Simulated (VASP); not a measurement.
# BiTe (Fm-3m) in VASP: a series of runs, part 2 of 2

VASP 6.6.1.

### 4 Electric field gradients, LDA (volume scaled by 0.98)

File INCAR:

```
SYSTEM = BiTe
PREC = Accurate
ENCUT = 520
EDIFF = 1E-8
ISMEAR = -1
SIGMA = 0.08
LREAL = .FALSE.
LASPH = .TRUE.
NELM = 80
ALGO = Normal
ISIF = 2
LWAVE = .FALSE.
LCHARG = .FALSE.
GGA = CA
LEFG = .TRUE.
NBANDS = 18
```

File KPOINTS:

```
Automatic mesh
0
G
  10 10 10
  0 0 0
```

File POSCAR:

```
BiTe
1.0
    0.0000000000      3.2132879364      3.2132879364
    3.2132879364      0.0000000000      3.2132879364
    3.2132879364      3.2132879364      0.0000000000
Bi Te
1 1
Direct
    0.0000000000      0.0000000000      0.0000000000
    0.5000000000      0.5000000000      0.5000000000
```

Potentials or basis: VASP PAW LDA potentials, release 64 (Bi_d, Te).

Run with:

```sh
> cat potpaw_LDA.64/Bi_d/POTCAR potpaw_LDA.64/Te/POTCAR > POTCAR
> mpirun -np 1 vasp_std > vasp.out
```

OUTCAR:

```text
SYSTEM = BiTe
   PREC = Accurate
   ENCUT = 520
   EDIFF = 1E-8
   ISMEAR = -1
   LREAL = .FALSE.
   LASPH = .TRUE.
   NELM = 80
   ISIF = 2
   GGA = CA

 ion  position               nearest neighbor table
   1  0.000  0.000  0.000-   2 3.21   2 3.21   2 3.21   2 3.21   2 3.21   2 3.21
   2  0.500  0.500  0.500-   1 3.21   1 3.21   1 3.21   1 3.21   1 3.21   1 3.21

  LATTYP: Found a face centered cubic cell.
 ALAT       =     6.4265758728

  Lattice vectors:

 A1 = (   0.0000000000,   3.2132879364,   3.2132879364)
 A2 = (   3.2132879364,   0.0000000000,   3.2132879364)
 A3 = (   3.2132879364,   3.2132879364,   0.0000000000)

Analysis of symmetry for initial positions (statically):
=====================================================================
 Subroutine PRICEL returns:
 Original cell was already a primitive cell.

 Routine SETGRP: Setting up the symmetry group for a
 face centered cubic supercell.

 Subroutine GETGRP returns: Found 48 space group operations
 (whereof 48 operations were pure point group operations)
 out of a pool of 48 trial point group operations.

The static configuration has the point symmetry O_h .

Analysis of symmetry for dynamics (positions and initial velocities):
=====================================================================
 Subroutine PRICEL returns:
 Original cell was already a primitive cell.

 Routine SETGRP: Setting up the symmetry group for a
 face centered cubic supercell.

 Subroutine GETGRP returns: Found 48 space group operations
 (whereof 48 operations were pure point group operations)
 out of a pool of 48 trial point group operations.

The dynamic configuration has the point symmetry O_h .

[... 149 lines left out ...]
 cond. band min:       6.6815349574   @ k =   0.2000   0.2000   0.0000
 fundamental gap:      0.0139555291
 Fermi energy:         6.6717995636

 k-point     1 :       0.0000    0.0000    0.0000
  band No.  band energies     occupation
      1     -16.4004      2.00000
      2     -16.4004      2.00000
      3     -16.3920      2.00000
      4     -16.3920      2.00000
      5     -16.3920      2.00000
      6      -6.9876      2.00000
[... 481 lines left out ...]
      5     -16.3828      2.00000
      6      -5.6366      2.00000
[... 10 lines left out ...]
     17      15.6514      0.00000
     18      15.7313      0.00000

 [... further k-points ...]
[... 5 lines left out ...]
  --------------------------------------------------------------------------------------
  -------------------------------------------------------------------------------------
  Total       -0.7403285     -0.7403285     -0.7403285     -0.0000000      0.0000000     -0.0000000
  in kB      -17.8754154    -17.8754154    -17.8754154     -0.0000000      0.0000000     -0.0000000
  external PRESSURE =     -17.8754154 kB  Pullay stress =       0.0000000 kB

 VOLUME and BASIS-vectors are now :
 -----------------------------------------------------------------------------
  energy-cutoff  :      520.00
  volume of cell :       66.36
      direct lattice vectors                 reciprocal lattice vectors
     0.000000000  3.213287936  3.213287936    -0.155603858  0.155603858  0.155603858
     3.213287936  0.000000000  3.213287936     0.155603858 -0.155603858  0.155603858
     3.213287936  3.213287936  0.000000000     0.155603858  0.155603858 -0.155603858

 POSITION                                       TOTAL-FORCE (eV/Angst)
 -----------------------------------------------------------------------------------
      0.00000      0.00000      0.00000        -0.000000      0.000000      0.000000
      3.21329      3.21329      3.21329         0.000000     -0.000000     -0.000000
 -----------------------------------------------------------------------------------
    total drift:                               -0.000000      0.000000      0.000000

  FREE ENERGIE OF THE ION-ELECTRON SYSTEM (eV)
  ---------------------------------------------------
  free  energy   TOTEN  =        -8.5215275515 eV

  energy  without entropy=       -8.4914651290  energy(sigma->0) =       -8.50649634

 Electric field gradients (V/A^2)
---------------------------------------------------------------------
 ion       V_xx      V_yy      V_zz      V_xy      V_xz      V_yz
---------------------------------------------------------------------
   1       0.000     0.000    -0.000    -0.000    -0.000    -0.000
   2       0.000    -0.000     0.000    -0.000    -0.000    -0.000
---------------------------------------------------------------------

 Electric field gradients after diagonalization (V/A^2)
 (convention: |V_zz| > |V_xx| > |V_yy|)
----------------------------------------------------------------------
 ion       V_xx      V_yy      V_zz     asymmetry (V_yy - V_xx)/ V_zz
----------------------------------------------------------------------
   1       0.000     0.000    -0.001       0.000
   2       0.000     0.000    -0.000       0.000
----------------------------------------------------------------------

           NMR quadrupolar parameters

 Cq : quadrupolar parameter    Cq=e*Q*V_zz/h
 eta: asymmetry parameters     (V_yy - V_xx)/ V_zz
 Q  : nuclear electric quadrupole moment in mb (millibarn)
----------------------------------------------------------------------
 ion       Cq(MHz)       eta       Q (mb)
----------------------------------------------------------------------
   1      -0.000       0.000       1.000
   2      -0.000       0.000       1.000
----------------------------------------------------------------------
```

OSZICAR:

```text
N       E                     dE             d eps       ncg     rms          rms(c)
DAV:   1     0.157213545664E+03    0.15721E+03   -0.97919E+03  1692   0.112E+03
DAV:   2     0.331604198328E+01   -0.15390E+03   -0.14994E+03  1900   0.302E+02
DAV:   3    -0.821183172062E+01   -0.11528E+02   -0.11378E+02  2080   0.878E+01
DAV:   4    -0.853893469314E+01   -0.32710E+00   -0.32654E+00  2050   0.160E+01
DAV:   5    -0.855254939814E+01   -0.13615E-01   -0.13614E-01  2304   0.302E+00    0.655E+00
DAV:   6    -0.852354313016E+01    0.29006E-01   -0.77313E-02  2426   0.181E+00    0.406E+00
DAV:   7    -0.852210301682E+01    0.14401E-02   -0.20085E-02  2002   0.784E-01    0.475E-01
DAV:   8    -0.852150080262E+01    0.60221E-03   -0.36669E-03  2160   0.424E-01    0.896E-02
DAV:   9    -0.852152746172E+01   -0.26659E-04   -0.34840E-04  1874   0.107E-01    0.414E-02
DAV:  10    -0.852152786833E+01   -0.40662E-06   -0.13948E-05  2212   0.208E-02    0.262E-02
DAV:  11    -0.852152769691E+01    0.17142E-06   -0.30243E-06  2286   0.917E-03    0.558E-03
DAV:  12    -0.852152754959E+01    0.14732E-06   -0.55790E-07  2170   0.615E-03    0.580E-04
DAV:  13    -0.852152755152E+01   -0.19259E-08   -0.64685E-08  1942   0.136E-03
   1 F= -.85215276E+01 E0= -.85064963E+01  d E =-.300624E-01
```

stdout:

```text
POSCAR found type information on POSCAR BiTe
 POSCAR found :  2 types and       2 ions
 scaLAPACK will be used
 LDA part: xc-table for (Slater(with rela. corr.)+CA(PZ))
 , standard interpolation
 POSCAR, INCAR and KPOINTS ok, starting setup
 FFT: planning ... GRIDC
 FFT: planning ... GRID_SOFT
 FFT: planning ... GRID
 WAVECAR not read
 entering main loop
ion   1

ion   2
```

Run time: 20 s. Hardware: 1 thread of Intel Xeon 6975P-C (Granite Rapids), shared host; peak memory 0.2 GiB.

What came out:

```
Free energy : -8.5215 eV
Pressure    : -1.8 GPa
```

Levels at points of the mesh, in eV from the Fermi level:
| k point | band 7 | band 8 | band 9 | band 10 | band 11 | band 12 | band 13 | band 14 |
| --- | --- | --- | --- | --- | --- | --- | --- | --- |
| (0.00, 0.00, 0.00) | -8.08 | -2.57 | -2.57 | -2.57 | 2.18 | 2.18 | 2.18 | 4.67 |
| (0.50, 0.00, 0.00) | -11.32 | -1.91 | -1.91 | -1.57 | -0.86 | -0.65 | -0.65 | 7.33 |
| (0.50, 0.50, 0.00) | -9.97 | -5.77 | -4.08 | -4.08 | 2.18 | 3.66 | 3.66 | 5.06 |

Caveat: the cell differs from its parent crystal (volume scaled by 0.98); without QUAD_EFG the Cq values of the log hold for a quadrupole moment of 1 mb, not for the nuclei; spin-orbit coupling is left out, which moves the levels of the heavy elements.

### 5 Electric field gradients, LDA

This run uses another cell than the first one, of 33.86 Å³/atom, 1.064 times its volume.

File INCAR:

```
  PREC = Accurate
  ENCUT = 520
  EDIFF = 1E-8
  ISMEAR = -1
  SIGMA = 0.08
  LREAL = F
  LASPH = T
  NELM = 100
  ALGO = Normal
  ISIF = 2
  LWAVE = F
  LCHARG = F
  GGA = CA
  LEFG = T
  NBANDS = 18
```

File KPOINTS:

```
Automatic mesh
0
Gamma
  10 10 10
```

File POSCAR:

```
BiTe
1.0
    0.0000000000      3.2350000000      3.2350000000
    3.2350000000      0.0000000000      3.2350000000
    3.2350000000      3.2350000000      0.0000000000
Bi Te
1 1
Direct
    0.0000000000      0.0000000000      0.0000000000
    0.5000000000      0.5000000000      0.5000000000
```

Potentials or basis: VASP PAW LDA potentials, release 64 (Bi_d, Te).

Run with:

```sh
> cat potpaw_LDA.64/Bi_d/POTCAR potpaw_LDA.64/Te/POTCAR > POTCAR
> mpirun -np 1 vasp_std > vasp.out
```

OUTCAR:

```text
PREC = Accurate
   ENCUT = 520
   EDIFF = 1E-8
   ISMEAR = -1
   LREAL = F
   LASPH = T
   NELM = 100
   ISIF = 2
   GGA = CA

 ion  position               nearest neighbor table
   1  0.000  0.000  0.000-   2 3.23   2 3.23   2 3.23   2 3.23   2 3.23   2 3.23
   2  0.500  0.500  0.500-   1 3.23   1 3.23   1 3.23   1 3.23   1 3.23   1 3.23

  LATTYP: Found a face centered cubic cell.
 ALAT       =     6.4700000000

  Lattice vectors:

 A1 = (   0.0000000000,   3.2350000000,   3.2350000000)
 A2 = (   3.2350000000,   0.0000000000,   3.2350000000)
[... 716 lines left out ...]
  ---------------------------------------------------
  free  energy   TOTEN  =        -8.5026925655 eV

  energy  without entropy=       -8.4722432720  energy(sigma->0) =       -8.48746792

 Electric field gradients (V/A^2)
---------------------------------------------------------------------
 ion       V_xx      V_yy      V_zz      V_xy      V_xz      V_yz
---------------------------------------------------------------------
   1       0.000     0.000     0.000     0.000     0.000     0.000
   2       0.000    -0.000    -0.000    -0.000    -0.000    -0.000
---------------------------------------------------------------------

 Electric field gradients after diagonalization (V/A^2)
 (convention: |V_zz| > |V_xx| > |V_yy|)
----------------------------------------------------------------------
 ion       V_xx      V_yy      V_zz     asymmetry (V_yy - V_xx)/ V_zz
----------------------------------------------------------------------
   1      -0.000    -0.000     0.000       0.000
   2       0.000     0.000    -0.000       0.000
----------------------------------------------------------------------

           NMR quadrupolar parameters

 Cq : quadrupolar parameter    Cq=e*Q*V_zz/h
 eta: asymmetry parameters     (V_yy - V_xx)/ V_zz
 Q  : nuclear electric quadrupole moment in mb (millibarn)
----------------------------------------------------------------------
 ion       Cq(MHz)       eta       Q (mb)
----------------------------------------------------------------------
   1       0.000       0.000       1.000
   2      -0.000       0.000       1.000
----------------------------------------------------------------------
```

OSZICAR:

```text
N       E                     dE             d eps       ncg     rms          rms(c)
DAV:   1     0.159431308597E+03    0.15943E+03   -0.98015E+03  1692   0.111E+03
DAV:   2     0.364846356710E+01   -0.15578E+03   -0.15150E+03  1868   0.307E+02
DAV:   3    -0.815436251238E+01   -0.11803E+02   -0.11655E+02  2020   0.890E+01
DAV:   4    -0.851966120906E+01   -0.36530E+00   -0.36467E+00  2054   0.167E+01
DAV:   5    -0.853619021255E+01   -0.16529E-01   -0.16528E-01  2308   0.339E+00    0.629E+00
DAV:   6    -0.850457254057E+01    0.31618E-01   -0.88436E-02  2458   0.189E+00    0.392E+00
DAV:   7    -0.850323889831E+01    0.13336E-02   -0.20512E-02  1968   0.781E-01    0.543E-01
DAV:   8    -0.850266862885E+01    0.57027E-03   -0.34651E-03  2160   0.411E-01    0.916E-02
DAV:   9    -0.850269334302E+01   -0.24714E-04   -0.34870E-04  1902   0.108E-01    0.496E-02
DAV:  10    -0.850269300690E+01    0.33612E-06   -0.14343E-05  2222   0.213E-02    0.281E-02
DAV:  11    -0.850269273228E+01    0.27462E-06   -0.41320E-06  2262   0.110E-02    0.611E-03
DAV:  12    -0.850269256340E+01    0.16888E-06   -0.69645E-07  2178   0.691E-03    0.983E-04
DAV:  13    -0.850269256555E+01   -0.21450E-08   -0.95248E-08  2012   0.198E-03
   1 F= -.85026926E+01 E0= -.84874679E+01  d E =-.304493E-01
```

stdout:

```text
POSCAR found type information on POSCAR BiTe
 POSCAR found :  2 types and       2 ions
 scaLAPACK will be used
 LDA part: xc-table for (Slater(with rela. corr.)+CA(PZ))
 , standard interpolation
 POSCAR, INCAR and KPOINTS ok, starting setup
 FFT: planning ... GRIDC
 FFT: planning ... GRID_SOFT
 FFT: planning ... GRID
 WAVECAR not read
 entering main loop
ion   1

ion   2
```

Wall time 20 s (1 thread of Intel Xeon 6975P-C (Granite Rapids), shared host); peak memory 0.2 GiB.

Results:

```yaml
Free_energy: -8.5027 eV
Pressure: -2.7 GPa
```

Caveat: without QUAD_EFG the Cq values of the log hold for a quadrupole moment of 1 mb, not for the nuclei; spin-orbit coupling is left out, which moves the levels of the heavy elements.

### 6 Overview

| cell | gap on the mesh (eV) | pressure (GPa) |
| --- | --- | --- |
| a = 4.482 Å, angles 60.0°, 2 atoms | none | 0.5 |
| a = 4.544 Å, angles 60.0°, 2 atoms | none | -1.8 |
| a = 4.575 Å, angles 60.0°, 2 atoms | none | -2.7 |

Alike in all rows: task electric field gradients; level LDA; potentials or basis VASP PAW LDA potentials, release 64 (Bi_d, Te); no spin polarisation; k mesh 10 × 10 × 10; cutoff (eV) 520; smearing fermi-dirac 0.08 eV.

Caveats: spin-orbit coupling is left out, which moves the levels of the heavy elements.

Total energies depend on the potentials used, so only differences within one code and one set of settings carry meaning.
